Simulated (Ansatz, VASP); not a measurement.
**One calculation of ScAl3, two programs**

```
CELL_PARAMETERS angstrom
3.04847 0.00000 0.00000
-1.52424 2.64005 0.00000
0.00000 0.00000 9.20745
ATOMIC_POSITIONS crystal
Sc 0.66667 0.33333 0.00000
Al 0.33333 0.66667 0.74011
Al 0.33333 0.66667 0.25989
Al 0.66667 0.33333 0.50000
```

Alike in both runs: functional PBE; k mesh 18 × 18 × 6; occupations gaussian, width 0.1 eV; no spin polarisation.

Ansatz relaxed the structure, and its values are those at the end. VASP's run is a single point on that final structure, the one shown.

```csv
,VASP,Ansatz
version,VASP 6.6.1,Ansatz 0.2.0
potentials or method,"VASP PAW PBE potentials, release 64 (Sc_sv, Al), cutoff 520 eV","scalar-relativistic, plane waves, PAW"
valence electrons in the cell,20,20
```

Ansatz gave:

```
gap on the k mesh at the Fermi level (eV) : none
pressure (GPa)                            : 0.0
rms of the force components (eV/Å)        : 0.000
```

**Question.** What did VASP give for the same quantities?

**Answer.** gap on the k mesh at the Fermi level (eV): none; pressure (GPa): 0.0; rms of the force components (eV/Å): 0.004.

A gap of «none» marks a metal or a gap that the smearing closes.
